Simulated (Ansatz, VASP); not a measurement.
**BaO: VASP beside Ansatz**

INCAR

```
SYSTEM = BaO
  PREC = Accurate
  ENCUT = 520
  EDIFF = 1E-8
  ISMEAR = -1
  SIGMA = 0.02
  LREAL = .False.
  LASPH = .True.
  NELM = 120
  ALGO = Normal
  ISIF = 2
  LWAVE = .False.
  LCHARG = .False.
  GGA = PE
  LEFG = .True.
  NBANDS = 15
  GGA_COMPAT = .False.
```

File KPOINTS:

```
regular mesh
0
Gamma
  8 8 8
  0 0 0
```

The input POSCAR:

```
BaO
1.0
    0.0000000000      2.6950000000      2.7500000000
    2.6950000000      0.0000000000      2.7500000000
    2.6950000000      2.6950000000      0.0000000000
Ba O
1 1
Direct
    0.0000000000      0.0000000000      0.0000000000
    0.5000000000      0.5000000000      0.5000000000
```

Input for Ansatz:

```yaml
crystal:
  lattice:
    - [0.0, 2.695, 2.75]
    - [2.695, 0.0, 2.75]
    - [2.695, 2.695, 0.0]
  atoms:
    - { symbol: Ba, position: [0.0, 0.0, 0.0] }
    - { symbol: O, position: [0.5, 0.5, 0.5] }
kpoints:
  mp_grid: { grid: [8, 8, 8] }
scf:
  occupations: { method: fermi_dirac, width: 0.02 }
hamiltonian:
  xc: pbe
  pseudopotentials: { kind: paw }
output:
  forces: true
  stress: true
  eigenvalues: true
  efg: { contact_densities: true }
  write_density: true
  write_potential: true
  elf: true
  volumetric_format: npy
```

Change from the starting cell: equal xx and yy strain of -2 %, PAW files.

Alike in both runs: task electric field gradients; functional PBE; k mesh 8 × 8 × 8; occupations fermi-dirac, width 0.02 eV; no spin polarisation.

|  | VASP | Ansatz |
| --- | --- | --- |
| version | VASP 6.6.1 | Ansatz 0.2.0 |
| potentials or method | VASP PAW PBE potentials, release 64 (Ba_sv, O) | PAW with Ansatz's default frozen-core files, scalar-relativistic |
| plane-wave cutoff (eV) | 520 | 420 |
| valence electrons in the cell | 16 | 16 |

Ansatz gave:

* gap on the k mesh at the Fermi level (eV): 1.75
* pressure (GPa): 6.7
* traceless stress, the component that is largest in VASP (GPa): -1.50
* size of Vzz on the site where it differs most (V/Å²): 31.7

Question: Estimate VASP's values.

Answer: gap on the k mesh at the Fermi level (eV): 1.67; pressure (GPa): 8.9; traceless stress, the component that is largest in VASP (GPa): -1.88; size of Vzz on the site where it differs most (V/Å²): 34.8.

Spin-orbit coupling is off throughout.
